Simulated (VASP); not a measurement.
Write the native input for VASP 6.6.1 that does the following.

```
Task                   : single point
Functional             : BLYP
Potentials or basis    : VASP PAW PBE potentials, release 64 (Ir_sv_GW)
Cutoff                 : 500 eV
k mesh                 : 13 × 13 × 4
Occupations            : fermi-dirac, width 0.1 eV
Spin                   : no spin polarisation
Dipole correction      : no
Second run             : valence_matched
Further INCAR settings : ALGO = Normal; EDIFF = 1e-06; NBANDS = 42
```

The structure of Ir lies in POSCAR:

```
Ir
1.0
    2.7855558338      0.0000000000      0.0000000000
   -1.3927779169      2.4123621157      0.0000000000
    0.0000000000      0.0000000000      9.1023465597
Ir
4
Direct
    1.0000000000      1.0000000000      1.0000000000
    1.0000000000      1.0000000000      0.5000000000
    0.3333333333      0.6666666667      0.2500000000
    0.6666666667      0.3333333333      0.7500000000
```

One way to write it, as run:

INCAR

```
  PREC = Accurate
  ENCUT = 500
  EDIFF = 1E-6
  ISMEAR = -1
  SIGMA = 0.1
  LREAL = False
  LASPH = True
  NELM = 120
  ALGO = Normal
  ISIF = 2
  LWAVE = False
  LCHARG = True
  GGA = B5
  ALDAX = 1.0
  AGGAX = 1.0
  AGGAC = 1.0
  ALDAC = 0.0
  LELF = True
  LVHAR = True
  NBANDS = 42
  GGA_COMPAT = False
```

KPOINTS

```
Automatic mesh
0
Gamma
  13 13 4
```

Potentials or basis: VASP PAW PBE potentials, release 64 (Ir_sv_GW).

Launch:

```bash
$ cat potpaw_PBE.64/Ir_sv_GW/POTCAR > POTCAR
$ mpirun -np 1 vasp_std > vasp.out
```

Results of the run:

```yaml
Pressure: -1.4 GPa
Band_gap_on_the_k_mesh: zero (band 34 reaches 12.85 eV, above the bottom of band 35 at 10.64 eV)
```

Caveat: the PAW data sets were made with another functional, which shifts forces and pressure a little; spin-orbit coupling is left out, which moves the levels of the heavy elements.

Wall time 98 s on 1 thread of Intel(R) Xeon(R) 6975P-C (Granite Rapids), on a shared host, peak memory 0.24 GiB.
